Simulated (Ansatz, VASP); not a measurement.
**HfIn4SiO6: VASP beside Ansatz**

```
CELL_PARAMETERS angstrom
2.75159 -4.76547 0.00844
2.75159 4.76547 0.00844
-1.90388 0.00000 7.49867
ATOMIC_POSITIONS crystal
Hf 0.78835 0.21165 0.00000
In 0.62175 0.37825 0.50000
In 0.45502 0.54498 0.00000
In 0.28407 0.71593 0.50000
In 0.95814 0.04186 0.50000
Si 0.12168 0.87832 0.00000
O 0.06219 0.11415 0.86666
O 0.88585 0.93781 0.13334
O 0.79490 0.53784 0.86663
O 0.46216 0.20510 0.13337
O 0.15352 0.62879 0.13333
O 0.37121 0.84648 0.86667
```

Change from the starting cell: volume scaled by 1.04.

Alike in both runs: task single point; functional PBE; k mesh 4 × 4 × 3; occupations fermi-dirac, width 0.05 eV; no spin polarisation.

```csv
,VASP,Ansatz
version,VASP 6.6.1,Ansatz 0.2.0
potentials or method,"VASP PAW PBE potentials, release 64 (Hf_pv, In_d, Si, O), cutoff 520 eV","all-electron LAPW, scalar-relativistic"
```

|  | VASP | Ansatz | Ansatz less VASP |
| --- | --- | --- | --- |
| gap on the k mesh at the Fermi level (eV) | none | none | - |
| pressure (GPa) | -5.0 | -4.6 | +0.41 |
| traceless stress, the component that is largest in VASP (GPa) | 1.46 | 1.37 | -0.087 |
| rms of the force components (eV/Å) | 0.181 | 0.146 | -0.0350 |

Atom by atom the forces differ by 0.052 eV/Å (rms over components). A gap of «none» marks a metal or a gap that the smearing closes. Ansatz ran all-electron here, and VASP with PAW potentials.

Neither program's run includes spin-orbit coupling. Noted on Ansatz's run: the k mesh is thin for a metal, which can move the energy by tens of meV per atom.
